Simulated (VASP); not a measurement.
Wanted: the native input for a VASP 6.6.1 run.

| Quantity | Value |
| --- | --- |
| Task | single point |
| Functional | PBE |
| Dispersion | D3(BJ) |
| Potentials or basis | VASP PAW PBE potentials, release 64 (Si, Ti_sv) |
| Cutoff | 520 eV |
| k mesh | 2 × 2 × 2 |
| Occupations | fermi-dirac, width 0.02 eV |
| Spin | no spin polarisation |
| Dipole correction | no |
| Further INCAR settings | LREAL = Auto; ALGO = Normal; EDIFF = 1e-06; NBANDS = 52 |

The structure of TiSi16 (a cell with a defect) lies in POSCAR:

```
TiSi16
1.0
    0.0000000000      5.4300000000      5.4300000000
    5.4300000000      0.0000000000      5.4300000000
    5.4300000000      5.4300000000      0.0000000000
Si Ti
16 1
Direct
    0.0197186924     -0.0054291897     -0.0066586556
    0.1368552486      0.1277502762      0.1263119705
   -0.0061704420      0.0076376611      0.4993465009
    0.1366511971      0.1272593002      0.6099779006
   -0.0062449355      0.5007596685      0.0062489871
    0.1366712707      0.6112305709      0.1259047882
   -0.0061802947      0.5004832413      0.4991224678
    0.0914880295      0.6370047882      0.6356182320
    0.5157553407      0.0045221915      0.0030864641
    0.6581307551      0.1151292818      0.1138511971
    0.5159573665      0.0037518416      0.4775728361
    0.6195987109      0.1444162063      0.6182447514
    0.5159143646      0.4788515654      0.0024176796
    0.6195155617      0.6196035912      0.1431140884
    0.4634791897      0.5130848987      0.5118116022
    0.6196372928      0.6193216390      0.6179918048
    0.4022800184      0.8669829650      0.8656825967
```

The input as run:

INCAR

```
PREC = Accurate ; ENCUT = 520
EDIFF = 1E-6 ; ISMEAR = -1
SIGMA = 0.02 ; LREAL = Auto
LASPH = T ; NELM = 60
ALGO = Normal ; ISIF = 2
LWAVE = F ; LCHARG = F
GGA = PE ; IVDW = 12
NBANDS = 52
```

KPOINTS

```
Automatic mesh
0
Gamma
  2 2 2
```

Potentials or basis: VASP PAW PBE potentials, release 64 (Si, Ti_sv).

The run is started by

```sh
$ cat potpaw_PBE.64/Si/POTCAR potpaw_PBE.64/Ti_sv/POTCAR > POTCAR
$ mpirun -np 1 vasp_std > vasp.out
```

It gave:

- Pressure: 0.7 GPa
- Largest force: 0.427 eV/Å
- Band gap on the k mesh: zero (band 38 reaches 6.91 eV, above the bottom of band 39 at 6.56 eV)
- Dispersion energy per atom: -0.343 eV

Caveat: the k points lie up to 0.50 Å⁻¹ apart.

It took 2.4 min on 1 thread of Intel(R) Xeon(R) 6975P-C (Granite Rapids), with other jobs on the host, peak memory 0.48 GiB.
